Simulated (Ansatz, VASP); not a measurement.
# Lu: VASP beside Ansatz

File INCAR:

```
SYSTEM = Lu
PREC = Accurate
ENCUT = 520
EDIFF = 1E-7
ISMEAR = -1
SIGMA = 0.1
LREAL = .FALSE.
LASPH = .TRUE.
NELM = 80
ALGO = Normal
ISIF = 2
LWAVE = .FALSE.
LCHARG = .FALSE.
GGA = PS
NBANDS = 18
```

The input KPOINTS:

```
Automatic mesh
0
G
  13 13 13
  0 0 0
```

The input POSCAR:

```
Lu
1.0
    0.0000000000      2.3887470580      2.3887470580
    2.3887470580      0.0000000000      2.3887470580
    2.3887470580      2.3887470580      0.0000000000
Lu
1
Direct
    0.0000000000      0.0000000000      0.0000000000
```

Input for Ansatz:

```yaml
crystal:
  lattice:
    - [0.0, 2.388747058, 2.388747058]
    - [2.388747058, 0.0, 2.388747058]
    - [2.388747058, 2.388747058, 0.0]
  atoms:
    - { symbol: Lu, position: [0.0, 0.0, 0.0] }
hamiltonian:
  xc: pbesol
  pseudopotentials:
    kind: paw
    azcp:
      Lu: "pseudopotentials/Lu.paw.azcp"
basis:
  ecutwfc: 420
  fft_grid_basis: typed
kpoints:
  mp_grid: { grid: [13, 13, 13], shift: [0, 0, 0] }
magnetization:
  spin_polarized: false
scf:
  occupations: { method: fermi_dirac, width: 0.1 }
  lower_state_search: "off"
output:
  stress: true
```

Alike in both runs: task single point; functional PBEsol; k mesh 13 × 13 × 13; occupations fermi-dirac, width 0.1 eV; no spin polarisation.

|  | VASP | Ansatz |
| --- | --- | --- |
| version | VASP 6.6.1 | Ansatz 0.2.0 |
| potentials or method | VASP PAW PBE potentials, release 64 (Lu), cutoff 520 eV | plane waves (420 eV) with PAW, scalar-relativistic |
| valence electrons in the cell | 25 | 25 |

Ansatz gave:

| Item | Value |
| --- | --- |
| pressure (GPa) | 0.0 |

What did VASP give for the same quantities?

Pressure (GPa): 0.2.

VASP's potentials were made for PBE, not for PBEsol, and Ansatz warns of the same on its side.

Spin-orbit coupling is off throughout.
